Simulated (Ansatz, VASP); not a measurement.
**One calculation of HfB, two programs**

INCAR

```
PREC = Accurate ; ENCUT = 500
EDIFF = 1E-6 ; ISMEAR = 0
SIGMA = 0.1 ; LREAL = F
LASPH = T ; NELM = 120
ALGO = Normal ; ISIF = 2
LWAVE = F ; LCHARG = F
GGA = CA ; NBANDS = 14
GGA_COMPAT = F
```

KPOINTS

```
regular mesh
0
Gamma
  6 6 6
```

File POSCAR:

```
HfB
1.0
    0.0000000000      2.3100000000      2.3100000000
    2.3100000000      0.0000000000      2.3100000000
    2.3100000000      2.3100000000      0.0000000000
Hf B
1 1
Direct
    0.5000000000      0.5000000000      0.5000000000
    0.0000000000      0.0000000000      0.0000000000
```

Input for Ansatz:

```yaml
crystal:
  lattice:
    - [0.0, 2.31, 2.31]
    - [2.31, 0.0, 2.31]
    - [2.31, 2.31, 0.0]
  atoms:
    - { symbol: Hf, position: [0.5, 0.5, 0.5] }
    - { symbol: B, position: [0.0, 0.0, 0.0] }
basis:
  ecutwfc: "45 Ry"
kpoints:
  mp_grid: { grid: [6, 6, 6] }
hamiltonian:
  xc: lda
  dispersion: none
scf:
  occupations: { method: gaussian, width: 0.1 }
  mixing: { ndim: 1 }
  max_iter: 90
output:
  forces: true
  stress: true
  eigenvalues: true
```

Alike in both runs: task single point; functional LDA; k mesh 6 × 6 × 6; occupations gaussian, width 0.1 eV; no spin polarisation.

|  | VASP | Ansatz |
| --- | --- | --- |
| version | VASP 6.6.1 | Ansatz 0.2.0 |
| potentials or method | VASP PAW LDA potentials, release 64 (Hf_pv, B), cutoff 500 eV | scalar-relativistic, plane waves, PAW |
| valence electrons in the cell | 13 | 29 |

```tsv
	VASP	Ansatz	Ansatz less VASP
gap on the k mesh at the Fermi level (eV)	none	none	-
pressure (GPa)	20.0	18.2	-1.78
```

LDA's correlation is that of Perdew and Zunger in VASP and of Perdew and Wang (1992) in Ansatz. A gap of «none» marks a metal or a gap that the smearing closes. VASP's potentials hold 13 valence electrons a cell and Ansatz's 29, so a difference there can come from the potentials and not from the codes.

The k mesh is coarse, so the values compare programs but aren't converged. Neither program's run includes spin-orbit coupling.
